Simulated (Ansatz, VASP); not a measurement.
## Ti in VASP and in Ansatz

```
CELL_PARAMETERS angstrom
0.00000 1.90274 1.90274
1.90274 0.00000 1.90274
1.90274 1.90274 0.00000
ATOMIC_POSITIONS crystal
Ti 0.00000 0.00000 0.00000
```

Change from the starting cell: volume scaled by 0.824, to set the pressure.

Alike in both runs: task single point; functional PBEsol; k mesh 17 × 17 × 17; occupations fermi-dirac, width 0.1 eV; no spin polarisation.

|  | VASP | Ansatz |
| --- | --- | --- |
| version | VASP 6.6.1 | Ansatz 0.2.0 |
| potentials or method | VASP PAW PBE potentials, release 64 (Ti_sv) | PAW with Ansatz's default frozen-core files, scalar-relativistic |
| plane-wave cutoff (eV) | 500 | 420 |
| valence electrons in the cell | 12 | 12 |

```csv
,VASP,Ansatz,Ansatz less VASP
pressure (GPa),29.5,30.3,+0.77
```

VASP's potentials were made for PBE, not for PBEsol. Both programs put the cell under a high pressure, so it lies far from rest at this level.
